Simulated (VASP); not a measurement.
Input of a VASP 6.6.1 run:

Contents of INCAR:

```
SYSTEM = ZnS
PREC     = Accurate       ! precision mode
ENCUT    = 520            ! plane-wave cutoff, eV
EDIFF    = 1E-6           ! SCF threshold, eV
ISMEAR   = 0              ! smearing method
SIGMA    = 0.02           ! smearing width, eV
LREAL    = .False.        ! projectors in reciprocal space
LASPH    = .True.         ! aspherical terms in the spheres
NELM     = 60             ! most SCF steps
ALGO     = Normal         ! electronic algorithm
ISIF     = 2              ! what is computed and relaxed
LWAVE    = .False.        ! write WAVECAR
LCHARG   = .False.        ! write CHGCAR
GGA      = PE             ! functional
NBANDS   = 16             ! bands
```

File KPOINTS:

```
regular mesh
0
Gamma
  10 10 10
  0 0 0
```

The input POSCAR:

```
ZnS
1.0
    0.0000000000      2.7211543806      2.7211543806
    2.7211543806      0.0000000000      2.7211543806
    2.7211543806      2.7211543806      0.0000000000
Zn S
1 1
Direct
    0.0000000000      0.0000000000      0.0000000000
    0.7500000000      0.7500000000      0.7500000000
```

Potentials or basis: VASP PAW PBE potentials, release 64 (Zn, S).

Command:

```bash
$ cat potpaw_PBE.64/Zn/POTCAR potpaw_PBE.64/S/POTCAR > POTCAR
$ mpirun -np 1 vasp_std > vasp.out
```

Q: Estimate the pressure.

A: 0.2 GPa.

Q: What does it give for the band gap on the k mesh?

A: 2.02 eV, direct.

Expect the measured gap to be larger: semilocal functionals such as PBE lack the derivative discontinuity.
